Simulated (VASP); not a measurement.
# WSe2 in VASP: further runs

The runs below take WSe2 through single point, relaxation of the atoms, with PBE+D3(BJ).

Program: VASP 6.6.1. These are calculated values, not measurements. Logs are shortened: lines on timing, memory, paths and dates and some standing lists are left out, and cuts for length are marked.

**1. The cell of the first run**

The cell holds a slab with vacuum, 24 atoms: a = 6.558 Å, b = 6.558 Å, c = 29.329 Å, α = 90.00°, β = 90.00°, γ = 120.00°.

**2. Single point, PBE+D3(BJ)**

INCAR

```
SYSTEM = WSe2
PREC     = Accurate       ! precision mode
ENCUT    = 520            ! plane-wave cutoff, eV
EDIFF    = 1E-7           ! SCF threshold, eV
ISMEAR   = 0              ! smearing method
SIGMA    = 0.05           ! smearing width, eV
LREAL    = Auto         
LASPH    = .TRUE.         ! aspherical terms in the spheres
NELM     = 100            ! most SCF steps
ALGO     = Normal         ! electronic algorithm
ISIF     = 2              ! what is computed and relaxed
LWAVE    = .FALSE.        ! write WAVECAR
LCHARG   = .FALSE.        ! write CHGCAR
LDIPOL   = .TRUE.       
IDIPOL   = 3            
DIPOL    = 0.5 0.5 0.439
GGA      = PE             ! functional
IVDW     = 12             ! dispersion correction
NBANDS   = 122            ! bands
```

KPOINTS

```
Automatic mesh
0
G
  3 3 1
  0 0 0
```

POSCAR

```
WSe2
1.0
    6.5580551291      0.0000000000      0.0000000000
   -3.2790275646      5.6794423413      0.0000000000
    0.0000000000      0.0000000000     29.3291504491
Se W
16 8
Direct
    0.1666666667      0.3333333333      0.2727661688
    0.1666666667      0.8333333333      0.2727661688
    0.6666666667      0.3333333333      0.2727661688
    0.6666666667      0.8333333333      0.2727661688
    0.1666666667      0.3333333333      0.3876261177
    0.1666666667      0.8333333333      0.3876261177
    0.6666666667      0.3333333333      0.3876261177
    0.6666666667      0.8333333333      0.3876261177
    0.3339012109      0.1677548284      0.4909519146
    0.3337448938      0.6673279284      0.4911427190
    0.8336054708      0.1674451124      0.4910825545
    0.8333991961      0.6672271206      0.4909677056
    0.3334136743      0.1670051577      0.6061121970
    0.3330881068      0.6677944341      0.6056444978
    0.8335126747      0.1674062048      0.6060968850
    0.8340395321      0.6675672446      0.6060550093
    0.3333333333      0.1666666667      0.3301961432
    0.3333333333      0.6666666667      0.3301961432
    0.8333333333      0.1666666667      0.3301961432
    0.8333333333      0.6666666667      0.3301961432
    0.1668123087      0.3333157443      0.5485394525
    0.1665591399      0.8346966986      0.5483827147
    0.6667811588      0.3341526387      0.5485946057
    0.6676723630      0.8342363497      0.5485390633
```

Potentials or basis: VASP PAW PBE potentials, release 64 (Se, W_sv).

Started as:

```sh
$ cat potpaw_PBE.64/Se/POTCAR potpaw_PBE.64/W_sv/POTCAR > POTCAR
$ mpirun -np 1 vasp_std > vasp.out
```

OUTCAR:

```text
SYSTEM = WSe2
   PREC = Accurate
   ENCUT = 520
   EDIFF = 1E-7
   ISMEAR = 0
   LREAL = Auto
   LASPH = .TRUE.
   NELM = 100
   ISIF = 2
   GGA = PE
   IVDW = 12
 IVDW          = 12

 ion  position               nearest neighbor table
   1  0.167  0.333  0.273-  17 2.53  19 2.53  18 2.53
   2  0.167  0.833  0.273-  18 2.53  20 2.53  17 2.53
   3  0.667  0.333  0.273-  19 2.53  17 2.53  20 2.53
   4  0.667  0.833  0.273-  20 2.53  18 2.53  19 2.53
   5  0.167  0.333  0.388-  17 2.53  19 2.53  18 2.53
   6  0.167  0.833  0.388-  18 2.53  20 2.53  17 2.53
[... 8 lines left out ...]
  15  0.834  0.167  0.606-  24 2.54  23 2.54  21 2.54
  16  0.834  0.668  0.606-  24 2.53  23 2.53  22 2.54
  17  0.333  0.167  0.330-   1 2.53   3 2.53   2 2.53   5 2.53   7 2.53   6 2.53  19 3.28  19 3.28
                            20 3.28  20 3.28  18 3.28  18 3.28
  18  0.333  0.667  0.330-   2 2.53   4 2.53   1 2.53   6 2.53   8 2.53   5 2.53  20 3.28  20 3.28
                            19 3.28  19 3.28  17 3.28  17 3.28
  19  0.833  0.167  0.330-   3 2.53   1 2.53   4 2.53   7 2.53   5 2.53   8 2.53  17 3.28  17 3.28
                            18 3.28  18 3.28  20 3.28  20 3.28
  20  0.833  0.667  0.330-   4 2.53   2 2.53   3 2.53   8 2.53   6 2.53   7 2.53  18 3.28  18 3.28
                            17 3.28  17 3.28  19 3.28  19 3.28
  21  0.167  0.333  0.549-  14 2.53  11 2.53   9 2.53  13 2.53  10 2.54  15 2.54  22 3.27  24 3.27
                            23 3.28  23 3.28  24 3.28  22 3.29
  22  0.167  0.835  0.548-  14 2.53   9 2.53  12 2.53  16 2.54  10 2.54  13 2.54  21 3.27  24 3.27
                            23 3.28  23 3.28  24 3.29  21 3.29
  23  0.667  0.334  0.549-  16 2.53  13 2.54  15 2.54   9 2.54  11 2.54  12 2.54  21 3.28  24 3.28
                            22 3.28  22 3.28  24 3.28  21 3.28
  24  0.668  0.834  0.549-  14 2.53  11 2.53  12 2.53  16 2.53  15 2.54  10 2.54  22 3.27  21 3.27
                            23 3.28  23 3.28  21 3.28  22 3.29

  LATTYP: Found a hexagonal cell.
 ALAT       =     6.5580551291
 C/A-ratio  =     4.4722329825

  Lattice vectors:

 A1 = (   6.5580551291,   0.0000000000,   0.0000000000)
 A2 = (  -3.2790275646,   5.6794423413,   0.0000000000)
 A3 = (   0.0000000000,   0.0000000000,  29.3291504491)

Analysis of symmetry for initial positions (statically):
=====================================================================
 Subroutine PRICEL returns:
 Original cell was already a primitive cell.

 Routine SETGRP: Setting up the symmetry group for a
 hexagonal supercell.

 Subroutine GETGRP returns: Found  1 space group operations
 (whereof  1 operations were pure point group operations)
 out of a pool of 24 trial point group operations.

The static configuration has the point symmetry C_1 .

Analysis of symmetry for dynamics (positions and initial velocities):
=====================================================================
 Subroutine PRICEL returns:
 Original cell was already a primitive cell.

 Routine SETGRP: Setting up the symmetry group for a
 hexagonal supercell.

 Subroutine GETGRP returns: Found  1 space group operations
 (whereof  1 operations were pure point group operations)
 out of a pool of 24 trial point group operations.

The dynamic configuration has the point symmetry C_1 .

 Subroutine INISYM returns: Found  1 space group operations
 (whereof  1 operations are pure point group operations),
 and found     1 'primitive' translations

----------------------------------------------------------------------------------------

                                     Primitive cell

  volume of cell :    1092.3964

  direct lattice vectors                    reciprocal lattice vectors
     6.558055129  0.000000000  0.000000000     0.152484232  0.088036812  0.000000000
    -3.279027565  5.679442341  0.000000000     0.000000000  0.176073625  0.000000000
     0.000000000  0.000000000 29.329150449     0.000000000  0.000000000  0.034095771

  length of vectors
     6.558055129  6.558055129 29.329150449     0.176073625  0.176073625  0.034095771

  position of ions in fractional coordinates (direct lattice)
     0.166666667  0.333333333  0.272766169
     0.166666667  0.833333333  0.272766169
     0.666666667  0.333333333  0.272766169
     0.666666667  0.833333333  0.272766169
     0.166666667  0.333333333  0.387626118
     0.166666667  0.833333333  0.387626118
[... 16 lines left out ...]
     0.666781159  0.334152639  0.548594606
     0.667672363  0.834236350  0.548539063

  ion indices of the primitive-cell ions
   primitive index   ion index
                 1           1
                 2           2
                 3           3
                 4           4
                 5           5
                 6           6
[... 16 lines left out ...]
                23          23
                24          24

----------------------------------------------------------------------------------------

 KPOINTS: Automatic mesh

Automatic generation of k-mesh.
 Grid dimensions read from file:
 generate k-points for:    3    3    1

 Generating k-lattice:

  Cartesian coordinates                     Fractional coordinates (reciprocal lattice)
     0.050828077  0.029345604  0.000000000     0.333333333  0.000000000  0.000000000
     0.000000000  0.058691208  0.000000000     0.000000000  0.333333333  0.000000000
     0.000000000  0.000000000  0.034095771     0.000000000  0.000000000  1.000000000

  Length of vectors
     0.058691208  0.058691208  0.034095771

  Shift w.r.t. Gamma in fractional coordinates (k-lattice)
     0.000000000  0.000000000  0.000000000

 Subroutine IBZKPT returns following result:
 ===========================================

 Found      5 irreducible k-points:

 Following reciprocal coordinates:
            Coordinates               Weight
  0.000000  0.000000  0.000000      1.000000
  0.333333 -0.000000  0.000000      2.000000
  0.000000  0.333333  0.000000      2.000000
 -0.333333  0.333333  0.000000      2.000000
  0.333333  0.333333  0.000000      2.000000
   k-points           NKPTS =      5   k-points in BZ     NKDIM =      5   number of bands    NBANDS=    122
   number of dos      NEDOS =    301   number of ions     NIONS =     24
   total plane-waves  NPLWV = 560000
   dimension x,y,z NGX =    50 NGY =   50 NGZ =  224
   dimension x,y,z NGXF=   100 NGYF=  100 NGZF=  448
   ions per type =              16   8
   NGX,Y,Z   is equivalent  to a cutoff of  12.67, 12.67, 12.70 a.u.
   NGXF,Y,Z  is equivalent  to a cutoff of  25.35, 25.35, 25.39 a.u.
 SYSTEM =  WSe2
   PREC   = accura    normal or accurate (medium, high low for compatibility)
   ISTART =      0    job   : 0-new  1-cont  2-samecut
   ICHARG =      2    charge: 1-file 2-atom 10-const
   ISPIN  =      1    spin polarized calculation?
   LNONCOLLINEAR =      F non collinear calculations
   LSORBIT =      F    spin-orbit coupling
   LASPH  =      T    aspherical Exc in radial PAW
   ENCUT  =  520.0 eV  38.22 Ry    6.18 a.u.  12.19 12.19 54.53*2*pi/ulx,y,z
   NELM   =    100;   NELMIN=  2; NELMDL= -5     # of ELM steps
   EDIFF  = 0.1E-06   stopping-criterion for ELM
   LREAL  =      T    real-space projection
   EDIFFG = 0.1E-05   stopping-criterion for IOM
   NSW    =      0    number of steps for IOM
   IBRION =     -1    ionic relax: 0-MD 1-quasi-New 2-CG
   NFREE  =      0    steps in history (QN), initial steepest desc. (CG)
   ISIF   =      2    stress and relaxation
   ISYM   =      2    0-nonsym 1-usesym 2-fastsym
   POTIM  = 0.5000    time-step for ionic-motion
   TEBEG  =    0.0;   TEEND  =   0.0 temperature during run
   PSTRESS=    0.0 pullay stress
   NELECT =     208.0000    total number of electrons
   NUPDOWN=      -1.0000    fix difference up-down
   EMIN   =  10.00;   EMAX   =-10.00  energy-range for DOS
   EFERMI =   0.00;   METHOD = LEGACY
   ISMEAR =     0;   SIGMA  =   0.05  broadening in eV -4-tet -1-fermi 0-gaus
   EFERMI_NEDOS =   21; number of points for ismear=-14 and -15
   IALGO  =     38    algorithm
   IMIX   =      4    mixing-type and parameters
     AMIX     =   0.40;   BMIX     =  1.00
     AMIX_MAG =   1.60;   BMIX_MAG =  1.00
  volume/ion in A,a.u.               =      45.52       307.16
  Fermi-wavevector in a.u.,A,eV,Ry     =   0.941823  1.779787 12.068778  0.887030
  Thomas-Fermi vector in A             =   2.069372
   LORBIT       =      0    0 simple, 1 ext, 2 COOP (PROOUT), +10 PAW based schemes
   GGA     = PE    functional components
   LHFCALC =     F    Hartree Fock is set to
   AEXX    =    0.0000 exact exchange contribution
   IVDW    =    12    specifies the selected vdW correction
   LEPSILON=     F    determine dielectric tensor
   LRPA    =     F    only Hartree local field effects (RPA)
 non-spin polarized calculation
 Gauss-broadening in eV      SIGMA  =   0.05
  energy-cutoff  :      520.00
  volume of cell :     1092.40
 maximum number of plane-waves:     29449
 NGX is ok and might be reduce to    50
   NGX = 25   NGY = 25   NGZ =109

 dipolmoment           0.000000      0.000000     -0.000011 electrons x Angstroem

 number of electron     208.0000014 magnetization

 dipolmoment           0.000000      0.000000      0.000122 electrons x Angstroem

 Free energy of the ion-electron system (eV)
  ---------------------------------------------------
  ext. energy  EPLUGINS =         0.00000000
  ---------------------------------------------------
  free energy    TOTEN  =      -172.58756383 eV

  energy without entropy =     -172.58756383  energy(sigma->0) =     -172.58756383

 E-fermi :   0.3885     XC(G=0):  -5.1294

 val. band max:       -0.0132273497   @ k =   0.0000   0.0000   0.0000
 cond. band min:       1.2683943174   @ k =   0.3333   0.3333   0.0000
 fundamental gap:      1.2816216671
 Fermi energy:         0.3885274915

 k-point     1 :       0.0000    0.0000    0.0000
  band No.  band energies     occupation
      1     -74.1736      2.00000
      2     -74.1733      2.00000
      3     -74.1634      2.00000
      4     -74.1629      2.00000
      5     -74.1629      2.00000
      6     -74.1628      2.00000
[... 108 lines left out ...]
    115       2.7737      0.00000
    116       2.7744      0.00000

 k-point     2 :       0.3333   -0.0000    0.0000
  band No.  band energies     occupation
      1     -74.1709      2.00000
      2     -74.1707      2.00000
      3     -74.1656      2.00000
      4     -74.1653      2.00000
      5     -74.1630      2.00000
      6     -74.1629      2.00000
[... 108 lines left out ...]
    115       2.3866      0.00000
    116       2.4662      0.00000

 k-point     3 :       0.0000    0.3333    0.0000
  band No.  band energies     occupation
      1     -74.1709      2.00000
      2     -74.1707      2.00000
      3     -74.1656      2.00000
      4     -74.1652      2.00000
      5     -74.1631      2.00000
      6     -74.1629      2.00000
[... 108 lines left out ...]
    115       2.3869      0.00000
    116       2.4663      0.00000

 k-point     4 :      -0.3333    0.3333    0.0000
  band No.  band energies     occupation
      1     -74.1709      2.00000
      2     -74.1707      2.00000
      3     -74.1656      2.00000
      4     -74.1655      2.00000
      5     -74.1629      2.00000
      6     -74.1629      2.00000
[... 108 lines left out ...]
    115       2.3873      0.00000
    116       2.4674      0.00000

 k-point     5 :       0.3333    0.3333    0.0000
  band No.  band energies     occupation
      1     -74.1676      2.00000
      2     -74.1670      2.00000
      3     -74.1669      2.00000
      4     -74.1669      2.00000
      5     -74.1665      2.00000
      6     -74.1656      2.00000
[... 108 lines left out ...]
    115       2.2579      0.00000
    116       2.2589      0.00000
 [bands above 116 left out]

------------------------ aborting loop because EDIFF is reached ----------------------------------------

 vacuum level on the upper side and lower side of the slab       (xc-potential included)        -0.063        -0.065

 Edisp (eV)   -9.70534

 E8    (eV) :    -4.4663

  FORCE on cell =-STRESS in cart. coord.  units (eV):
  Direction    XX          YY          ZZ          XY          YZ          ZX
  --------------------------------------------------------------------------------------
  -------------------------------------------------------------------------------------
  Total       1.75081     1.74809     1.65329    -0.00926    -0.01482     0.05482
  in kB       2.56785     2.56385     2.42482    -0.01359    -0.02174     0.08040
  external pressure =        2.52 kB  Pullay stress =        0.00 kB

 VOLUME and BASIS-vectors are now :
 -----------------------------------------------------------------------------
  energy-cutoff  :      520.00
  volume of cell :     1092.40
      direct lattice vectors                 reciprocal lattice vectors
     6.558055129  0.000000000  0.000000000     0.152484232  0.088036812  0.000000000
    -3.279027565  5.679442341  0.000000000     0.000000000  0.176073625  0.000000000
     0.000000000  0.000000000 29.329150449     0.000000000  0.000000000  0.034095771

 POSITION                                       TOTAL-FORCE (eV/Angst)
 -----------------------------------------------------------------------------------
      0.00000      1.89315      8.00000         0.000060      0.000976     -0.080396
     -1.63951      4.73287      8.00000         0.000007      0.000989     -0.080330
      3.27903      1.89315      8.00000        -0.000006      0.000989     -0.080368
      1.63951      4.73287      8.00000         0.000038      0.000939     -0.080405
      0.00000      1.89315     11.36874        -0.000800      0.001930      0.073264
     -1.63951      4.73287     11.36874         0.000505      0.001320      0.074005
[... 16 lines left out ...]
      3.27709      1.89780     16.08981         0.016732     -0.007224     -0.033504
      1.64315      4.73800     16.08818        -0.044128      0.000819     -0.020970
 -----------------------------------------------------------------------------------
    total drift:                               -0.000440     -0.025149     -0.018278

  FREE ENERGIE OF THE ION-ELECTRON SYSTEM (eV)
  ---------------------------------------------------
  free  energy   TOTEN  =      -182.2929056688 eV

  energy  without entropy=     -182.2929056688  energy(sigma->0) =     -182.29290567

 vacuum level on the upper side and lower side of the slab         4.858         4.856
```

Wall time 46 min (1 thread of Intel Xeon Platinum 8488C (Sapphire Rapids), shared host); peak memory 1.3 GiB.

What came out:

| Quantity | Value |
| --- | --- |
| Free energy | -182.2929 eV |
| Largest force | 0.142 eV/Å |
| Band gap on the k mesh | 1.28 eV |
| Dispersion energy per atom | -0.404 eV |

Forces on the atoms (eV/Å):
```
Se   0.000  0.001 -0.080
Se   0.000  0.001 -0.080
Se   0.000  0.001 -0.080
Se   0.000  0.001 -0.080
Se  -0.001  0.002  0.073
Se   0.001  0.001  0.074
Se   0.001  0.001  0.071
Se  -0.001  0.002  0.073
Se   0.002 -0.003 -0.045
Se  -0.005 -0.005 -0.063
Se  -0.004 -0.002 -0.048
Se  -0.001 -0.008 -0.043
Se  -0.002  0.019  0.036
Se   0.039 -0.012  0.136
Se   0.011 -0.006  0.036
Se  -0.019 -0.006  0.051
W    0.000  0.002  0.008
W    0.000  0.001  0.008
W    0.000  0.001  0.007
W    0.000  0.002  0.008
W   -0.026  0.038 -0.019
W    0.033 -0.025  0.014
W    0.017 -0.007 -0.034
W   -0.044  0.001 -0.021
```

Caveat: spin-orbit coupling is left out, which moves the levels of the heavy elements.

(Part 1 of 2 ends here.)
